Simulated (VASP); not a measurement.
Write the native input for VASP 6.6.1 that does the following.

```
Task                               : relaxation of cell and atoms
Functional                         : PBEsol-based screened hybrid with 25 % exact exchange
Potentials or basis                : VASP PAW PBE potentials, release 64 (Al)
Cutoff                             : 600 eV
k mesh                             : 6 × 6 × 3
Occupations                        : fermi-dirac, width 0.05 eV
Spin                               : no spin polarisation
Dipole correction                  : no
Grid for exact exchange (PRECFOCK) : Normal
Share of exact exchange            : 0.25
Further INCAR settings             : ALGO = Normal; EDIFF = 1e-06; IBRION = 2; EDIFFG = -0.01; NSW = 60; ISIF = 3
Screening parameter                : 0.207 1/Å
```

Al:

```xyz
2
Lattice="2.8125 0.0000 0.0000 -1.4062 2.4357 0.0000 0.0000 0.0000 4.8669" Properties=species:S:1:pos:R:3 pbc="T T T"
Al    0.0000    1.6238    1.2167
Al    1.4062    0.8119    3.6501
```

This isn't the form of Al at room conditions, which is fcc.

The input as run:

POSCAR

```
Al
1.0
    2.8124553515      0.0000000000      0.0000000000
   -1.4062276757      2.4356577814      0.0000000000
    0.0000000000      0.0000000000      4.8668500000
Al
2
Direct
    0.3333333333      0.6666666667      0.2500000000
    0.6666666667      0.3333333333      0.7500000000
```

INCAR.step1

```
SYSTEM = Al
PREC = Accurate ; ENCUT = 600
EDIFF = 1E-5 ; ISMEAR = -1
SIGMA = 0.05 ; LREAL = .FALSE.
LASPH = .TRUE. ; NELM = 60
ALGO = Normal ; LWAVE = .TRUE.
LCHARG = .FALSE. ; GGA = PE
NBANDS = 10
```

INCAR.step2

```
SYSTEM = Al
PREC = Accurate ; ENCUT = 600
EDIFF = 1E-6 ; ISMEAR = -1
SIGMA = 0.05 ; LREAL = .FALSE.
LASPH = .TRUE. ; NELM = 60
ALGO = Normal ; ISIF = 3
LWAVE = .FALSE. ; LCHARG = .FALSE.
GGA = PS ; LHFCALC = .TRUE.
AEXX = 0.25 ; HFSCREEN = 0.207
PRECFOCK = Normal ; IBRION = 2
NSW = 60 ; EDIFFG = -0.01
ISTART = 1
```

KPOINTS

```
regular mesh
0
G
  6 6 3
  0 0 0
```

Potentials or basis: VASP PAW PBE potentials, release 64 (Al).

Launch:

```sh
$ cat potpaw_PBE.64/Al/POTCAR > POTCAR
$ cp INCAR.step1 INCAR
$ mpirun -np 1 vasp_std > vasp.out
$ cp INCAR.step2 INCAR
$ mpirun -np 1 vasp_std > vasp.out
```

Results of the run:

```
Relaxed volume                        : 16.46 Å³/atom
Relaxed cell                          : a = 2.900 Å, b = 2.900 Å, c = 4.520 Å, α = 90.00°, β = 90.00°, γ = 120.00°
Space group after relaxing (to 0.1 Å) : P6_3/mmc (No. 194)
Energy gained by relaxing             : 48.3 meV/atom
Ionic steps                           : 9
Pressure after relaxing               : 0.0 GPa
Band gap on the k mesh                : zero (bands 3 and 4 overlap by 5.03 eV)
```

Caveat: the k points lie up to 0.46 Å⁻¹ apart in the final cell, too coarse for converged energies and pressures of a metal; the PAW data sets were made with another functional, which shifts forces and pressure a little.

Wall time 22 min on 1 thread of Intel(R) Xeon(R) Platinum 8259CL CPU @ 2.50GHz (Skylake/Cascade Lake), on a shared host, peak memory 0.26 GiB.
